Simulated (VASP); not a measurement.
Write the native input for VASP 6.6.1 that does the following.

| Quantity | Value |
| --- | --- |
| Task | relaxation of cell and atoms |
| Functional | RPBE |
| Potentials or basis | VASP PAW PBE potentials, release 64 (Ta_pv) |
| Cutoff | 600 eV |
| k mesh | 11 × 11 × 11 |
| Occupations | fermi-dirac, width 0.05 eV |
| Spin | no spin polarisation |
| Dipole correction | no |
| Further INCAR settings | ALGO = Normal; EDIFF = 1e-07; IBRION = 2; EDIFFG = -0.01; NSW = 60; ISIF = 3 |

The structure of Ta lies in POSCAR:

```
Ta
1.0
   -1.6512800000      1.6512800000      1.6512800000
    1.6512800000     -1.6512800000      1.6512800000
    1.6512800000      1.6512800000     -1.6512800000
Ta
1
Direct
    0.0000000000      0.0000000000      0.0000000000
```

These files were run (other wordings do the same):

INCAR

```
SYSTEM = Ta
PREC = Accurate ; ENCUT = 600
EDIFF = 1E-7 ; ISMEAR = -1
SIGMA = 0.05 ; LREAL = .False.
LASPH = .True. ; NELM = 60
ALGO = Normal ; ISIF = 3
LWAVE = .False. ; LCHARG = .False.
GGA = RP ; IBRION = 2
NSW = 60 ; EDIFFG = -0.01
```

KPOINTS

```
regular mesh
0
Gamma
  11 11 11
  0 0 0
```

Potentials or basis: VASP PAW PBE potentials, release 64 (Ta_pv).

The run is started by

```sh
$ cat potpaw_PBE.64/Ta_pv/POTCAR > POTCAR
$ mpirun -np 1 vasp_std > vasp.out
```

Results of the run:

* Relaxed volume: 18.58 Å³/atom
* Relaxed cell: a = 2.890 Å, b = 2.890 Å, c = 2.890 Å, α = 109.47°, β = 109.47°, γ = 109.47°
* Space group after relaxing (to 0.05 Å): Im-3m (No. 229)
* Energy gained by relaxing: 10.8 meV/atom
* Ionic steps: 4
* Pressure after relaxing: 0.0 GPa

Caveat: the PAW data sets were made with another functional, which shifts forces and pressure a little.

Run time: 29 s on 1 thread of AMD EPYC 7R43 64-Core Processor (Zen 3), with other jobs on the host, peak memory 0.12 GiB.
